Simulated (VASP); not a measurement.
Input of a VASP 6.6.1 run:

File INCAR:

```
PREC = Accurate
ENCUT = 520
EDIFF = 1E-6
ISMEAR = 0
SIGMA = 0.05
LREAL = Auto
LASPH = T
NELM = 60
ALGO = Normal
ISIF = 2
LWAVE = F
LCHARG = F
GGA = PE
NBANDS = 104
```

Contents of KPOINTS:

```
regular mesh
0
Gamma
  3 2 1
```

Contents of POSCAR:

```
Ba2Ti2O6F
1.0
    6.9337020000      0.0000000000      0.0000000000
   -4.6428310000      6.5586310000      0.0000000000
    0.0000000000      0.0000000000     15.2212000000
Ba Ti O F
4 4 12 2
Direct
    0.0000000000      0.0000000000      0.0656978400
    0.9999999000      0.4999999900      0.0656978400
    0.4722442337      0.2528691000      0.4183746943
    0.4512120693      0.7330151355      0.2997048998
    0.4937498500      0.9906660200      0.0680029200
    0.4937498900      0.4906660300      0.0680029200
    0.9579687688      0.2335994008      0.2661253388
    0.9289152142      0.7146897886      0.2526048953
    0.7614283201      0.1329795777      0.1255252496
    0.4973587700      0.7527556300      0.0666719300
    0.2365261538      0.8709962955      0.1299604064
    0.7611403202      0.6300239777      0.1275733243
    0.4973588000      0.2527556400      0.0666719300
    0.2349465865      0.3687765108      0.1280527554
    0.1940829414      0.3442648402      0.3386822589
    0.9422535178     -0.0365425616      0.2312339433
    0.7043216754      0.1190045650      0.3302265066
    0.1764735159      0.8759330073      0.3447898097
    1.0060024261      0.5131334304      0.2303976825
    0.6962424620      0.5856160920      0.3220898111
    0.4905169497      0.2797975964      0.5696344987
    0.1470008473     -0.2592550615      0.4184145202
```

Potentials or basis: VASP PAW PBE potentials, release 64 (Ba_sv, Ti_sv, O, F).

Command:

```bash
$ cat potpaw_PBE.64/Ba_sv/POTCAR potpaw_PBE.64/Ti_sv/POTCAR potpaw_PBE.64/O/POTCAR potpaw_PBE.64/F/POTCAR > POTCAR
$ mpirun -np 1 vasp_std > vasp.out
```

Question: Predict the largest force.

Answer: 3.185 eV/Å.

Question: Predict the band gap on the k mesh.

Answer: 0.58 eV.

Forces in eV/Å, atoms in the order of the input:
```
Ba  -0.158  0.046  0.867
Ba  -0.154 -0.139  0.648
Ba   0.020 -0.059 -0.328
Ba  -0.008  0.021 -0.067
Ti  -0.013  0.755  1.759
Ti   0.154  0.020  1.754
Ti   0.006  0.018 -0.172
Ti   0.096  0.095 -0.119
O   -0.023 -0.034  0.158
O    0.244 -0.455 -2.864
O    0.018 -0.002  0.179
O   -0.042 -0.022  0.134
O   -0.015 -0.163 -3.181
O    0.006 -0.004  0.177
O    0.037 -0.063  0.108
O   -0.007  0.009  0.138
O   -0.063  0.073  0.098
O   -0.118  0.128 -0.184
O   -0.034 -0.038  0.139
O   -0.006 -0.066  0.098
F    0.001  0.041  0.437
F    0.060 -0.159  0.222
```

Caveat: there is no dipole correction, which matters where the two faces differ; spin-orbit coupling is left out, which moves the levels of the heavy elements.
